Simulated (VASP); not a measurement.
A run of VASP 6.6.1 is set up as follows.

File INCAR:

```
PREC     = Accurate       # precision mode
ENCUT    = 520            # plane-wave cutoff, eV
EDIFF    = 1E-6           # SCF threshold, eV
ISMEAR   = 0              # smearing method
SIGMA    = 0.02           # smearing width, eV
LREAL    = False          # projectors in reciprocal space
LASPH    = True           # aspherical terms in the spheres
NELM     = 150            # most SCF steps
ALGO     = Normal         # electronic algorithm
ISIF     = 2              # what is computed and relaxed
LWAVE    = False          # write WAVECAR
LCHARG   = False          # write CHGCAR
ISPIN    = 2              # spin polarisation
MAGMOM   = 0.5 0          # initial moments
LORBIT   = 11             # projections on sites
GGA      = CA             # functional
NBANDS   = 19             # bands
```

File KPOINTS:

```
Automatic mesh
0
Gamma
  8 8 8
```

File POSCAR:

```
KF
1.0
    3.1924270469      0.0000000000      0.0000000000
    0.0000000000      3.1924270469      0.0000000000
    0.0000000000      0.0000000000      3.1924270469
K F
1 1
Direct
    0.0000000000      0.0000000000      0.0000000000
    0.5000000000      0.5000000000      0.5000000000
```

Potentials or basis: VASP PAW LDA potentials, release 64 (K_sv, F).

Command:

```sh
$ cat potpaw_LDA.64/K_sv/POTCAR potpaw_LDA.64/F/POTCAR > POTCAR
$ mpirun -np 1 vasp_std > vasp.out
```

(1) Estimate the pressure.

(2) What does it give for the band gap on the k mesh?

(3) Predict the net moment.

Answers

(1) -4.1 GPa.

(2) 6.35 eV, indirect (least direct gap 6.39 eV).

(3) 0.00 μB per cell.
